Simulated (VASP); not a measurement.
A run of VASP 6.6.1 is set up as follows.

Contents of POSCAR:

```
NaF
1.0
    0.0000000000      2.2971680842      2.2971680842
    2.2971680842      0.0000000000      2.2971680842
    2.2971680842      2.2971680842      0.0000000000
Na F
1 1
Direct
    0.0000000000      0.0000000000      0.0000000000
    0.5000000000      0.5000000000      0.5000000000
```

File INCAR.step1:

```
SYSTEM = NaF
PREC = Accurate
ENCUT = 520
EDIFF = 1E-5
ISMEAR = 0
SIGMA = 0.01
LREAL = .FALSE.
LASPH = .TRUE.
NELM = 80
ALGO = Normal
ISIF = 2
LWAVE = .TRUE.
NBANDS = 14
GGA = PE
```

Contents of INCAR.step2:

```
SYSTEM = NaF
PREC = Accurate
ENCUT = 520
EDIFF = 1E-7
ISMEAR = 0
SIGMA = 0.01
LREAL = .FALSE.
LASPH = .TRUE.
NELM = 80
ALGO = Normal
ISIF = 2
LWAVE = .FALSE.
LCHARG = .TRUE.
GGA = PE
LHFCALC = .TRUE.
HFSCREEN = 0.2079
PRECFOCK = Normal
LELF = .TRUE.
LVHAR = .TRUE.
NBANDS = 14
ISTART = 1
```

File KPOINTS:

```
regular mesh
0
G
  6 6 6
  0 0 0
```

Potentials or basis: VASP PAW PBE potentials, release 64 (Na_pv, F).

Run with:

```sh
$ cat potpaw_PBE.64/Na_pv/POTCAR potpaw_PBE.64/F/POTCAR > POTCAR
$ cp INCAR.step1 INCAR
$ mpirun -np 1 vasp_std > vasp.out
$ cp INCAR.step2 INCAR
$ mpirun -np 1 vasp_std > vasp.out
```

Predict the pressure.

1.6 GPa.

What does it give for the band gap on the k mesh?

8.60 eV.

Caveat: the PAW data sets were made with another functional, which shifts forces and pressure a little.
